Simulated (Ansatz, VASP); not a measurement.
# One calculation of Si, two programs

```
Si
1.0
     0.00000    5.43000    5.43000
     5.43000    0.00000    5.43000
     5.43000    5.43000    0.00000
Si
17
Cartesian
  -0.1197 0.1122 -0.1942
  1.4007 1.3704 1.3087
  2.8096 2.6156 -0.0994
  4.0570 4.0241 1.3091
  2.9080 0.1150 2.8299
  3.8199 1.6082 4.3232
  5.3103 2.5208 2.8272
  6.8307 4.0237 4.0854
  0.0372 2.6851 2.6731
  1.2968 4.1289 4.0005
  2.7414 5.3887 2.6736
  4.1598 6.6972 3.9821
  2.4386 2.9872 5.7022
  4.1400 4.1292 6.8442
  5.4672 5.3881 5.4001
  6.7268 6.7155 6.8439
  6.3691 4.4921 1.7771
```

Alike in both runs: functional PBE; k mesh 2 × 2 × 2; occupations gaussian, width 0.05 eV; no spin polarisation.

Ansatz relaxed the structure, and its values are those at the end. VASP's run is a single point on that final structure, the one shown.

|  | VASP | Ansatz |
| --- | --- | --- |
| version | VASP 6.6.1 | Ansatz 0.2.0 |
| potentials or method | VASP PAW PBE potentials, release 64 (Si), cutoff 520 eV | scalar-relativistic, plane waves, PAW |
| valence electrons in the cell | 68 | 68 |

Ansatz gave:

```
rms of the force components (eV/Å) : 0.011
```

What did VASP give for the same quantities?

rms of the force components (eV/Å): 0.012.

The k mesh is coarse, so the values compare programs but aren't converged.
